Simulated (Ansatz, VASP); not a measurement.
**Two plane-wave programs on Be24NO**

```xyz
26
Lattice="4.5254 0.0000 0.0000 0.0000 7.1336 0.0000 0.0000 0.0000 22.3686" Properties=species:S:1:pos:R:3 pbc="T T T"
Be    0.0000    2.6751    4.0000
Be    0.0000    6.2419    4.0000
Be    2.2627    2.6751    4.0000
Be    2.2627    6.2419    4.0000
Be    1.1314    0.8917    4.6532
Be    1.1314    4.4585    4.6532
Be    3.3941    0.8917    4.6532
Be    3.3941    4.4585    4.6532
Be    1.1314    2.6751    5.9596
Be    1.1314    6.2419    5.9596
Be    3.3941    2.6751    5.9596
Be    3.3941    6.2419    5.9596
Be    0.0000    0.8917    6.4937
Be    0.0000    4.4585    6.4937
Be    2.2627    0.8917    6.4937
Be    2.2627    4.4585    6.4937
Be    0.0000    2.6751    7.9337
Be    0.0000    6.2419    7.9337
Be    2.2627    2.6751    7.9337
Be    2.2627    6.2419    7.9337
Be    1.1314    0.8917    8.3686
Be    1.1314    4.4585    8.3686
Be    3.3941    0.8917    8.3686
Be    3.3941    4.4585    8.3686
N     3.3941    3.2696   10.2986
O     3.5577    3.5275   11.4383
```

Alike in both runs: task single point; functional PBE; k mesh 6 × 4 × 1; occupations gaussian, width 0.1 eV; collinear spin.

|  | VASP | Ansatz |
| --- | --- | --- |
| version | VASP 6.6.1 | Ansatz 0.2.0 |
| potentials or method | VASP PAW PBE potentials, release 64 (Be, N, O), cutoff 520 eV | scalar-relativistic, plane waves, PAW |
| valence electrons in the cell | 59 | 59 |

VASP gave:

* gap on the k mesh at the Fermi level (eV): none
* rms of the force components (eV/Å): 0.234
* net moment per atom (μB): 0.02
* size of the moment on the site where the two differ most (μB): 0.27

Problem. Which values does Ansatz return?

Solution. gap on the k mesh at the Fermi level (eV): none; rms of the force components (eV/Å): 0.300; net moment per atom (μB): 0.02; size of the moment on the site where the two differ most (μB): 0.15.

Site moments also hang on the region over which each program counts them. Atom by atom the forces differ by 0.175 eV/Å (rms over components). A gap of «none» marks a metal or a gap that the smearing closes. One of these differences is far larger than is usual between the two programs; its cause wasn't traced.

Noted on VASP's run: the standard files for N, O and F lose accuracy on very short bonds.
